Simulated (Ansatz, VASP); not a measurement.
# One calculation of TiTe, two programs

```
Ti Te
1.0
     0.00000    2.75594    2.75594
     2.75594    0.00000    2.75594
     2.75594    2.75594    0.00000
Ti Te
1 1
Direct
  0.00000 0.00000 0.00000
  0.50000 0.50000 0.50000
```

Alike in both runs: functional LDA; k mesh 12 × 12 × 12; occupations fermi-dirac, width 0.05 eV; no spin polarisation.

Ansatz relaxed the structure, and its values are those at the end. VASP's run is a single point on that final structure, the one shown.

|  | VASP | Ansatz |
| --- | --- | --- |
| version | VASP 6.6.1 | Ansatz 0.2.0 |
| potentials or method | VASP PAW LDA potentials, release 64 (Ti_sv, Te) | PAW with Ansatz's default frozen-core files, scalar-relativistic |
| plane-wave cutoff (eV) | 520 | 420 |
| valence electrons in the cell | 18 | 28 |

Ansatz gave:

| Item | Value |
| --- | --- |
| pressure (GPa) | 0.0 |

Which values does VASP return?

Pressure (GPa): 0.2.

LDA's correlation is that of Perdew and Zunger in VASP and of Perdew and Wang (1992) in Ansatz. VASP's potentials hold 18 valence electrons a cell and Ansatz's 28, so a difference there can come from the potentials and not from the codes.

Neither program's run includes spin-orbit coupling.
